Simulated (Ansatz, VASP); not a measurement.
## One calculation of Al, two programs

The input INCAR:

```
SYSTEM = Al
PREC = Accurate
ENCUT = 520
EDIFF = 1E-6
ISMEAR = -1
SIGMA = 0.1
LREAL = .FALSE.
LASPH = .TRUE.
NELM = 60
ALGO = Normal
ISIF = 2
LWAVE = .FALSE.
LCHARG = .TRUE.
LELF = .TRUE.
LVHAR = .TRUE.
NBANDS = 8
```

File KPOINTS:

```
Automatic mesh
0
G
  22 22 22
  0 0 0
```

File POSCAR:

```
Al
1.0
    0.0000000000      1.9916090303      1.9916090303
    1.9916090303      0.0000000000      1.9916090303
    1.9916090303      1.9916090303      0.0000000000
Al
1
Direct
    0.0000000000      0.0000000000      0.0000000000
```

Input for Ansatz:

```yaml
crystal:
  lattice:
    - [0.0, 1.9916090303, 1.9916090303]
    - [1.9916090303, 0.0, 1.9916090303]
    - [1.9916090303, 1.9916090303, 0.0]
  atoms:
    - { symbol: Al, position: [0.0, 0.0, 0.0] }
hamiltonian:
  xc: lda
  pseudopotentials:
    kind: paw
    azcp:
      Al: "pseudopotentials/Al.paw.azcp"
basis:
  ecutwfc: 420
  fft_grid_basis: typed
kpoints:
  mp_grid: { grid: [22, 22, 22], shift: [0, 0, 0] }
magnetization:
  spin_polarized: false
scf:
  occupations: { method: fermi_dirac, width: 0.1 }
  lower_state_search: "off"
output:
  stress: true
```

Alike in both runs: task single point; functional LDA; k mesh 22 × 22 × 22; occupations fermi-dirac, width 0.1 eV; no spin polarisation.

```csv
,VASP,Ansatz
version,VASP 6.6.1,Ansatz 0.2.0
potentials or method,"VASP PAW LDA potentials, release 64 (Al), cutoff 520 eV","plane waves (420 eV) with PAW, scalar-relativistic"
valence electrons in the cell,3,3
```

|  | VASP | Ansatz | Ansatz less VASP |
| --- | --- | --- | --- |
| pressure (GPa) | 0.1 | 0.1 | -0.08 |

Ansatz warns that its potentials were made for another functional, while VASP's fit it. LDA's correlation is that of Perdew and Zunger in VASP and of Perdew and Wang (1992) in Ansatz.
